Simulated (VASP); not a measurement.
Write the native input for VASP 6.6.1 that does the following.

| Quantity | Value |
| --- | --- |
| Task | single point |
| Functional | PBEsol |
| Potentials or basis | VASP PAW PBE potentials, release 64 (Re) |
| Cutoff | 520 eV |
| k mesh | 16 × 16 × 4 |
| Occupations | gaussian, width 0.1 eV |
| Spin | no spin polarisation |
| Dipole correction | no |
| Further INCAR settings | ALGO = Fast; EDIFF = 1e-07; NBANDS = 22 |

The structure of Re lies in POSCAR:

```
Re
1.0
    2.9027149647     -0.0762416366      0.0829639579
   -1.5173846764      2.4221912607     -0.0541795163
    0.2680759663     -0.0473758793      9.0590726274
Re
4
Direct
   -0.0055245692      0.0462024237     -0.0193011510
    0.3542872924      0.6789258188      0.2578253956
   -0.0224503922     -0.0138494572      0.4986374079
    0.6736891968      0.2887170406      0.7628383475
```

This cell differs from its parent crystal: atoms moved at random and the cell strained at random.

The input as run:

INCAR

```
SYSTEM = Re
  ALGO = Fast
  EDIFF = 1E-7
  ENCUT = 520
  GGA = PS
  ISIF = 2
  ISMEAR = 0
  LASPH = .True.
  LCHARG = .False.
  LREAL = .False.
  LWAVE = .False.
  NBANDS = 22
  NELM = 100
  PREC = Accurate
  SIGMA = 0.1
```

KPOINTS

```
k-points
0
Gamma
  16 16 4
  0 0 0
```

Potentials or basis: VASP PAW PBE potentials, release 64 (Re).

Command:

```bash
$ cat potpaw_PBE.64/Re/POTCAR > POTCAR
$ mpirun -np 1 vasp_std > vasp.out
```

It gave:

* Pressure: -16.4 GPa
* Largest force: 2.835 eV/Å
* Band gap on the k mesh: zero (bands 14 and 15 overlap by 2.49 eV)

Caveat: the cell differs from its parent crystal (atoms moved at random and the cell strained at random); the stress differs along the axes, from -24 to -12 GPa; the PAW data sets were made with another functional, which shifts forces and pressure a little; spin-orbit coupling is left out, which moves the levels of the heavy elements.

Wall time 9.6 min on 1 thread of Intel(R) Xeon(R) 6975P-C (Granite Rapids), on a shared host, peak memory 0.63 GiB.
